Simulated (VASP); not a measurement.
Write the native input for VASP 6.6.1 that does the following.

```
Task                   : relaxation of cell and atoms
Functional             : PBE
Potentials or basis    : VASP PAW PBE potentials, release 64 (C)
Cutoff                 : 600 eV
k mesh                 : 18 × 18 × 18
Occupations            : fermi-dirac, width 0.1 eV
Spin                   : no spin polarisation
Dipole correction      : no
Further INCAR settings : ALGO = Normal; EDIFF = 1e-06; IBRION = 2; EDIFFG = -0.005; NSW = 60; ISIF = 3
```

The structure of C lies in POSCAR:

```
C
1.0
    0.0000000000      2.0103628793      2.0103628793
    2.0103628793      0.0000000000      2.0103628793
    2.0103628793      2.0103628793      0.0000000000
C
2
Direct
   -0.1250000000     -0.1250000000     -0.1250000000
    0.1250000000      0.1250000000      0.1250000000
```

The input as run:

INCAR

```
PREC = Accurate
ENCUT = 600
EDIFF = 1E-6
ISMEAR = -1
SIGMA = 0.1
LREAL = False
LASPH = True
NELM = 60
ALGO = Normal
ISIF = 3
LWAVE = False
LCHARG = False
GGA = PE
IBRION = 2
NSW = 60
EDIFFG = -0.005
```

KPOINTS

```
Automatic mesh
0
Gamma
  18 18 18
```

Potentials or basis: VASP PAW PBE potentials, release 64 (C).

Launch:

```sh
$ cat potpaw_PBE.64/C/POTCAR > POTCAR
$ mpirun -np 1 vasp_std > vasp.out
```

Results of the run:

The relaxed volume is 5.69 Å³/atom, the relaxed cell is a = 2.525 Å, b = 2.525 Å, c = 2.525 Å, α = 60.00°, β = 60.00°, γ = 60.00° and the space group after relaxing (to 0.05 Å) is Fd-3m (No. 227). The energy gained by relaxing is 789.2 meV/atom. The ionic steps are 7 and the pressure after relaxing is 0.0 GPa. The band gap on the k mesh is 4.14 eV, indirect (least direct gap 5.58 eV).

Caveat: the volume moved by over 15 % at a fixed basis, so the end points are rough.

Wall time 29 s on 1 thread of Intel(R) Xeon(R) 6975P-C (Granite Rapids), on a shared host, peak memory 0.14 GiB.
